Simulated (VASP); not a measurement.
# SrTe (Fm-3m) in VASP: a series of runs

Runs on SrTe. Level: PBE. Tasks: single point.

All numbers are computed with VASP 6.6.1; they aren't measurements. Logs are shortened: lines on timing, memory, paths and dates and some standing lists are left out, and cuts for length are marked.

### Step 1. The cell of the first run

It takes space group Fm-3m (No. 225, cubic). Conventional cell: a = 6.706 Å, b = 6.706 Å, c = 6.706 Å, α = 90.00°, β = 90.00°, γ = 90.00°. Within 4.4 Å of Sr (site symmetry m-3m) lie 6 Te at 3.35 Å. Te (site symmetry m-3m) has 6 Sr at 3.35 Å within 4.4 Å.

### Step 2. Single point, PBE

Contents of INCAR:

```
SYSTEM = SrTe
PREC = Accurate
ENCUT = 500
EDIFF = 1E-6
ISMEAR = 0
SIGMA = 0.01
LREAL = .FALSE.
LASPH = .TRUE.
NELM = 120
ALGO = Normal
ISIF = 2
LWAVE = .FALSE.
LCHARG = .FALSE.
GGA = PE
NBANDS = 15
GGA_COMPAT = .FALSE.
```

Contents of KPOINTS:

```
regular mesh
0
G
  2 2 2
  0 0 0
```

Contents of POSCAR:

```
SrTe
1.0
    0.0000000000      3.3527582020      3.3527582020
    3.3527582020      0.0000000000      3.3527582020
    3.3527582020      3.3527582020      0.0000000000
Sr Te
1 1
Direct
    0.0000000000      0.0000000000      0.0000000000
    0.5000000000      0.5000000000      0.5000000000
```

Potentials or basis: VASP PAW PBE potentials, release 64 (Sr_sv, Te).

The run is started by

```
$ cat potpaw_PBE.64/Sr_sv/POTCAR potpaw_PBE.64/Te/POTCAR > POTCAR
$ mpirun -np 1 vasp_std > vasp.out
```

OUTCAR:

```text
SYSTEM = SrTe
   PREC = Accurate
   ENCUT = 500
   EDIFF = 1E-6
   ISMEAR = 0
   LREAL = .FALSE.
   LASPH = .TRUE.
   NELM = 120
   ISIF = 2
   GGA = PE

 ion  position               nearest neighbor table
   1  0.000  0.000  0.000-   2 3.35   2 3.35   2 3.35   2 3.35   2 3.35   2 3.35
   2  0.500  0.500  0.500-   1 3.35   1 3.35   1 3.35   1 3.35   1 3.35   1 3.35

  LATTYP: Found a face centered cubic cell.
 ALAT       =     6.7055164040

  Lattice vectors:

 A1 = (   0.0000000000,   3.3527582020,   3.3527582020)
 A2 = (   3.3527582020,   0.0000000000,   3.3527582020)
 A3 = (   3.3527582020,   3.3527582020,   0.0000000000)

Analysis of symmetry for initial positions (statically):
=====================================================================
 Subroutine PRICEL returns:
 Original cell was already a primitive cell.

 Routine SETGRP: Setting up the symmetry group for a
 face centered cubic supercell.

 Subroutine GETGRP returns: Found 48 space group operations
 (whereof 48 operations were pure point group operations)
 out of a pool of 48 trial point group operations.

The static configuration has the point symmetry O_h .

Analysis of symmetry for dynamics (positions and initial velocities):
=====================================================================
 Subroutine PRICEL returns:
 Original cell was already a primitive cell.

 Routine SETGRP: Setting up the symmetry group for a
 face centered cubic supercell.

 Subroutine GETGRP returns: Found 48 space group operations
 (whereof 48 operations were pure point group operations)
 out of a pool of 48 trial point group operations.

The dynamic configuration has the point symmetry O_h .

 Subroutine INISYM returns: Found 48 space group operations
 (whereof 48 operations are pure point group operations),
 and found     1 'primitive' translations

----------------------------------------------------------------------------------------

                                     Primitive cell

  volume of cell :      75.3766

  direct lattice vectors                    reciprocal lattice vectors
     0.000000000  3.352758202  3.352758202    -0.149130945  0.149130945  0.149130945
     3.352758202  0.000000000  3.352758202     0.149130945 -0.149130945  0.149130945
     3.352758202  3.352758202  0.000000000     0.149130945  0.149130945 -0.149130945

  length of vectors
     4.741516121  4.741516121  4.741516121     0.258302374  0.258302374  0.258302374

  position of ions in fractional coordinates (direct lattice)
     0.000000000  0.000000000  0.000000000
     0.500000000  0.500000000  0.500000000

  ion indices of the primitive-cell ions
[... 66 lines left out ...]
   EMIN   =  10.00;   EMAX   =-10.00  energy-range for DOS
   EFERMI =   0.00;   METHOD = LEGACY
   ISMEAR =     0;   SIGMA  =   0.01  broadening in eV -4-tet -1-fermi 0-gaus
   EFERMI_NEDOS =   21; number of points for ismear=-14 and -15
   IALGO  =     38    algorithm
   IMIX   =      4    mixing-type and parameters
     AMIX     =   0.40;   BMIX     =  1.00
     AMIX_MAG =   1.60;   BMIX_MAG =  1.00
  volume/ion in A,a.u.               =      37.69       254.33
  Fermi-wavevector in a.u.,A,eV,Ry     =   0.976568  1.845446 12.975679  0.953686
  Thomas-Fermi vector in A             =   2.107197
   LORBIT       =      0    0 simple, 1 ext, 2 COOP (PROOUT), +10 PAW based schemes
   GGA     = PE    functional components
   LHFCALC =     F    Hartree Fock is set to
   AEXX    =    0.0000 exact exchange contribution
   IVDW    =     0    specifies the selected vdW correction
   LEPSILON=     F    determine dielectric tensor
   LRPA    =     F    only Hartree local field effects (RPA)
 non-spin polarized calculation
 Gauss-broadening in eV      SIGMA  =   0.01
  energy-cutoff  :      500.00
  volume of cell :       75.38
 maximum number of plane-waves:      1924
 NGX is ok and might be reduce to    36
   NGX = 17   NGY = 17   NGZ = 17

 number of electron      16.0000000 magnetization

 Free energy of the ion-electron system (eV)
  ---------------------------------------------------
  ext. energy  EPLUGINS =         0.00000000
  ---------------------------------------------------
  free energy    TOTEN  =        -7.67547255 eV

  energy without entropy =       -7.67547255  energy(sigma->0) =       -7.67547255

 E-fermi :   2.9900     XC(G=0):  -8.3548

 val. band max:        2.9082194704   @ k =   0.0000   0.0000   0.0000
 cond. band min:       4.5116413615   @ k =   0.5000   0.5000   0.0000
 fundamental gap:      1.6034218910
 Fermi energy:         2.9899702565

 k-point     1 :       0.0000    0.0000    0.0000
  band No.  band energies     occupation
      1     -32.1195      2.00000
      2     -14.0997      2.00000
      3     -14.0997      2.00000
      4     -14.0997      2.00000
      5      -6.9626      2.00000
      6       2.9082      2.00000
      7       2.9082      2.00000
      8       2.9082      2.00000
      9       5.6161      0.00000
     10       6.0187      0.00000
     11       6.0187      0.00000
     12       6.0187      0.00000
     13       6.6269      0.00000
     14       6.6269      0.00000
[... 23 lines left out ...]
      2     -14.1757      2.00000
      3     -14.1305      2.00000
      4     -14.1305      2.00000
      5      -6.5135      2.00000
      6       0.9172      2.00000
      7       2.1577      2.00000
      8       2.1577      2.00000
      9       4.5116      0.00000
     10       6.6028      0.00000
     11       7.4924      0.00000
     12       8.7228      0.00000
     13       8.7617      0.00000
     14       8.7617      0.00000
     15      11.4316      0.00000

------------------------ aborting loop because EDIFF is reached ----------------------------------------

  FORCE on cell =-STRESS in cart. coord.  units (eV):
  Direction    XX          YY          ZZ          XY          YZ          ZX
  --------------------------------------------------------------------------------------
  -------------------------------------------------------------------------------------
  Total        1.1070978      1.1070978      1.1070978     -0.0000000      0.0000000     -0.0000000
  in kB       23.5320559     23.5320559     23.5320559     -0.0000000      0.0000000     -0.0000000
  external PRESSURE =      23.5320559 kB  Pullay stress =       0.0000000 kB

 VOLUME and BASIS-vectors are now :
 -----------------------------------------------------------------------------
  energy-cutoff  :      500.00
  volume of cell :       75.38
      direct lattice vectors                 reciprocal lattice vectors
     0.000000000  3.352758202  3.352758202    -0.149130945  0.149130945  0.149130945
     3.352758202  0.000000000  3.352758202     0.149130945 -0.149130945  0.149130945
     3.352758202  3.352758202  0.000000000     0.149130945  0.149130945 -0.149130945

 POSITION                                       TOTAL-FORCE (eV/Angst)
 -----------------------------------------------------------------------------------
      0.00000      0.00000      0.00000        -0.000000     -0.000000     -0.000000
      3.35276      3.35276      3.35276         0.000000      0.000000      0.000000
 -----------------------------------------------------------------------------------
    total drift:                                0.000000      0.000000      0.000000

  FREE ENERGIE OF THE ION-ELECTRON SYSTEM (eV)
  ---------------------------------------------------
  free  energy   TOTEN  =        -7.6754725537 eV

  energy  without entropy=       -7.6754725537  energy(sigma->0) =       -7.67547255
```

OSZICAR:

```text
N       E                     dE             d eps       ncg     rms          rms(c)
DAV:   1     0.639612140639E+02    0.63961E+02   -0.67708E+03    90   0.917E+02
DAV:   2    -0.444220022649E+01   -0.68403E+02   -0.63712E+02   125   0.174E+02
DAV:   3    -0.771018554530E+01   -0.32680E+01   -0.32570E+01   127   0.334E+01
DAV:   4    -0.786088978813E+01   -0.15070E+00   -0.15068E+00   128   0.613E+00
DAV:   5    -0.786212419137E+01   -0.12344E-02   -0.12344E-02   134   0.523E-01    0.149E+01
DAV:   6    -0.767306118126E+01    0.18906E+00   -0.27275E-01    97   0.253E+00    0.921E+00
DAV:   7    -0.767548540380E+01   -0.24242E-02   -0.37316E-01   119   0.321E+00    0.154E+00
DAV:   8    -0.767482651167E+01    0.65889E-03   -0.36100E-02    90   0.851E-01    0.412E-01
DAV:   9    -0.767495869789E+01   -0.13219E-03   -0.15034E-03   104   0.215E-01    0.169E-01
DAV:  10    -0.767542384322E+01   -0.46515E-03   -0.39200E-04    90   0.108E-01    0.257E-02
DAV:  11    -0.767547055560E+01   -0.46712E-04   -0.55198E-05    97   0.361E-02    0.559E-02
DAV:  12    -0.767547244295E+01   -0.18874E-05   -0.81904E-06    97   0.126E-02    0.393E-03
DAV:  13    -0.767547255375E+01   -0.11080E-06   -0.72548E-07    80   0.410E-03
   1 F= -.76754726E+01 E0= -.76754726E+01  d E =-.199853E-31
```

stdout:

```text
POSCAR found type information on POSCAR SrTe
 POSCAR found :  2 types and       2 ions
 scaLAPACK will be used
 LDA part: xc-table for (Slater+PW92), standard interpolation
 POSCAR, INCAR and KPOINTS ok, starting setup
 FFT: planning ... GRIDC
 FFT: planning ... GRID_SOFT
 FFT: planning ... GRID
 WAVECAR not read
 entering main loop
```

Wall time 5.8 s (1 thread of Intel Xeon Platinum 8375C at 2.90GHz (Ice Lake), shared host); peak memory 0.19 GiB.

Results:

```yaml
Free_energy: -7.6755 eV
Pressure: 2.4 GPa
Band_gap_on_the_k_mesh: 1.60 eV, indirect (least direct gap 2.35 eV)
```

Caveat: the k points lie up to 0.81 Å⁻¹ apart; spin-orbit coupling is left out, which moves the levels of the heavy elements. PBE gaps usually lie below the measured ones, often by a third to a half.

### Step 3. Single point, PBE

Contents of INCAR:

```
  PREC = Accurate
  ENCUT = 500
  EDIFF = 1E-6
  ISMEAR = 0
  SIGMA = 0.01
  LREAL = False
  LASPH = True
  NELM = 120
  ALGO = Normal
  ISIF = 2
  LWAVE = False
  LCHARG = False
  GGA = PE
  NBANDS = 15
  GGA_COMPAT = False
```

Contents of KPOINTS:

```
Automatic mesh
0
Gamma
  2 2 2
```

POSCAR is that of step 2.

Potentials or basis: VASP PAW PBE potentials, release 64 (Sr_sv, Te).

The run is started by

```
$ cat potpaw_PBE.64/Sr_sv/POTCAR potpaw_PBE.64/Te/POTCAR > POTCAR
$ mpirun -np 1 vasp_std > vasp.out
```

Wall time 5.9 s (1 thread of Intel Xeon Platinum 8375C at 2.90GHz (Ice Lake), shared host); peak memory 0.19 GiB.

It converged, with:

* Free energy: -7.6755 eV
* Pressure: 2.4 GPa
* Band gap on the k mesh: 1.60 eV, indirect (least direct gap 2.35 eV)

Levels at points of the mesh, in eV from the valence-band top:
| k point | band 4 | band 5 | band 6 | band 7 | band 8 | band 9 | band 10 | band 11 | band 12 | band 13 |
| --- | --- | --- | --- | --- | --- | --- | --- | --- | --- | --- |
| (0.00, 0.00, 0.00) | -17.01 | -9.87 | 0.00 | 0.00 | 0.00 | 2.71 | 3.11 | 3.11 | 3.11 | 3.72 |
| (0.50, 0.00, 0.00) | -17.01 | -9.25 | -2.84 | -1.11 | -1.11 | 3.77 | 4.95 | 5.09 | 5.09 | 6.52 |
| (0.50, 0.50, 0.00) | -17.04 | -9.42 | -1.99 | -0.75 | -0.75 | 1.60 | 3.69 | 4.58 | 5.81 | 5.85 |

Caveat: the k points lie up to 0.81 Å⁻¹ apart; spin-orbit coupling is left out, which moves the levels of the heavy elements. A k mesh can miss the band edges.
